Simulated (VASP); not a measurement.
# RbBr: single point with r2SCAN

RbBr:

```
Rb Br
1.0
     4.00229    0.00000    0.00000
     0.00000    4.15702    0.00000
     0.00000    0.00000    4.15702
Rb Br
1 1
Cartesian
  0.0000 0.0000 0.0000
  2.0011 2.0785 2.0785
```

This cell differs from its parent crystal: uniaxial strain along a: -3.0 %.

```json
{"Program": "VASP 6.6.1", "Task": "single point", "Functional": "r2SCAN", "Potentials or basis": "VASP PAW PBE potentials, release 64 (Rb_sv, Br)", "Cutoff": "520 eV", "k mesh": "6 × 6 × 6", "Occupations": "gaussian, width 0.02 eV", "Spin": "no spin polarisation", "Dipole correction": "no", "Further INCAR settings": "ALGO = Normal; EDIFF = 1e-06; NBANDS = 15"}
```

```
Pressure               : 0.3 GPa
Band gap on the k mesh : 4.75 eV (least direct gap 4.89 eV)
```

Stress tensor (GPa, compression positive):
```
 1.13  0.00  0.00
 0.00 -0.07  0.00
 0.00  0.00 -0.07
```

Levels at points of the mesh, in eV from the valence-band top:
```tsv
k point	band 5	band 6	band 7	band 8	band 9	band 10	band 11	band 12
(0.00, 0.00, 0.00)	-9.41	-0.34	-0.34	-0.14	4.75	5.89	6.07	10.41
(0.50, 0.00, 0.00)	-9.38	-1.88	-0.40	-0.40	7.39	7.80	8.47	9.19
(0.00, 0.50, 0.00)	-9.37	-1.86	-0.45	-0.20	7.28	7.73	8.26	9.29
(0.50, 0.50, 0.00)	-9.35	-1.26	-1.16	-0.18	5.84	6.69	8.36	8.50
(0.00, 0.50, 0.50)	-9.34	-1.20	-1.20	0.00	5.76	7.01	8.82	8.82
(0.50, 0.50, 0.50)	-9.64	-1.55	-1.48	-1.48	8.74	8.74	8.94	9.96
```

Wall time 54 s on 1 thread of Intel(R) Xeon(R) 6975P-C (Granite Rapids), on a shared host, peak memory 0.2 GiB.

Caveat: the cell differs from its parent crystal (uniaxial strain along a: -3.0 %); the PAW data sets were made with another functional, which shifts forces and pressure a little. A k mesh can miss the band edges.
